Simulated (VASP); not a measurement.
A run of VASP 6.6.1 is set up as follows.

INCAR

```
PREC = Accurate ; ENCUT = 520
EDIFF = 1E-7 ; ISMEAR = 0
SIGMA = 0.15 ; LREAL = False
LASPH = True ; NELM = 60
ALGO = Normal ; ISIF = 2
LWAVE = False ; LCHARG = False
GGA = PS ; NBANDS = 14
```

KPOINTS

```
regular mesh
0
Gamma
  14 14 14
```

The input POSCAR:

```
TiAl
1.0
    2.8089068443      0.0000000000      0.0000000000
    0.0000000000      2.8089068443      0.0000000000
    0.0000000000      0.0000000000      3.1560751060
Ti Al
1 1
Direct
    0.0000000000      0.0000000000      0.0000000000
    0.5000000000      0.5000000000      0.5000000000
```

Potentials or basis: VASP PAW PBE potentials, release 64 (Ti_sv, Al).

The run is started by

```sh
$ cat potpaw_PBE.64/Ti_sv/POTCAR potpaw_PBE.64/Al/POTCAR > POTCAR
$ mpirun -np 1 vasp_std > vasp.out
```

**Question.** What does it give for the pressure?

**Answer.** 43.6 GPa.

**Question.** What does it give for the band gap on the k mesh?

**Answer.** Zero (an odd number of electrons rules out a gap without spin polarisation).

Stress tensor (GPa, compression positive):
```
40.39  0.00  0.00
 0.00 40.39  0.00
 0.00  0.00 50.15
```

Caveat: the cell differs from its parent crystal (normal strain along x -0.1100, normal strain along y -0.1100); the cell stands under pressure; the PAW data sets were made with another functional, which shifts forces and pressure a little.
